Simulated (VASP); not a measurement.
## SiO2 (Stishovite): relaxation of shape and atoms at fixed volume with PBE

The system is SiO2 (Stishovite).

```
Si O
1.0
     4.40170    0.00000    0.00000
     0.00000    4.40170    0.00000
     0.00000    0.00000    2.74095
Si O
2 4
Direct
  0.00000 0.00000 0.00000
  0.50000 0.50000 0.50000
  0.31050 0.31050 0.00000
  0.18950 0.81050 0.50000
  0.68950 0.68950 0.00000
  0.81050 0.18950 0.50000
```

This cell differs from its parent crystal: volume scaled by 1.10.

```yaml
Program: VASP 6.6.1
Task: relaxation of shape and atoms at fixed volume
Functional: PBE
Potentials_or_basis: VASP PAW PBE potentials, release 64 (Si, O)
Cutoff: 600 eV
k_mesh: 6 × 6 × 8
Occupations: gaussian, width 0.02 eV
Spin: no spin polarisation
Dipole_correction: no
Further_INCAR_settings: ALGO = Normal; EDIFF = 1e-07; IBRION = 2; EDIFFG = -0.01; NSW = 50; ISIF = 4
```

```yaml
Energy_gained_by_relaxing: 2.3 meV/atom
Ionic_steps: 5
Pressure_after_relaxing: -18.1 GPa
Band_gap_on_the_k_mesh: 3.91 eV, direct
```

Step by step:
```
step  energy change (eV)  largest force (eV/Å)  pressure (GPa)  volume (Å³)
   1              0.0000                0.2694          -20.76        53.11
   2             -0.0113                0.0148          -19.09        53.11
   3             -0.0121                0.0707          -18.51        53.11
   4             -0.0137                0.0259          -17.93        53.11
   5             -0.0139                0.0006          -18.08        53.11
```

Final structure:
```
Si O
1.0
     4.42462    0.00000    0.00000
     0.00000    4.42462    0.00000
     0.00000    0.00000    2.71262
Si O
2 4
Direct
  0.00000 0.00000 0.00000
  0.50000 0.50000 0.50000
  0.31324 0.31324 0.00000
  0.18676 0.81324 0.50000
  0.68676 0.68676 0.00000
  0.81324 0.18676 0.50000
```

Levels at points of the mesh, in eV from the valence-band top:
| k point | band 14 | band 15 | band 16 | band 17 | band 18 | band 19 |
| --- | --- | --- | --- | --- | --- | --- |
| (0.00, 0.00, 0.00) | -0.72 | -0.72 | 0.00 | 3.91 | 6.51 | 8.11 |
| (0.50, 0.00, 0.00) | -2.37 | -1.02 | -1.02 | 6.35 | 6.35 | 8.73 |
| (0.50, 0.50, 0.00) | -1.96 | -1.88 | -1.88 | 6.10 | 6.10 | 9.31 |
| (0.00, 0.00, 0.50) | -2.27 | -2.22 | -2.22 | 7.62 | 7.62 | 10.37 |
| (0.50, 0.00, 0.50) | -2.00 | -1.37 | -1.37 | 7.67 | 7.67 | 8.24 |
| (0.50, 0.50, 0.50) | -1.72 | -1.18 | -1.18 | 6.20 | 6.20 | 9.48 |

Run time: 78 s on 1 thread of Intel(R) Xeon(R) 6975P-C (Granite Rapids), on a shared host, peak memory 0.19 GiB.

Caveat: the cell differs from its parent crystal (volume scaled by 1.10). A k mesh can miss the band edges.
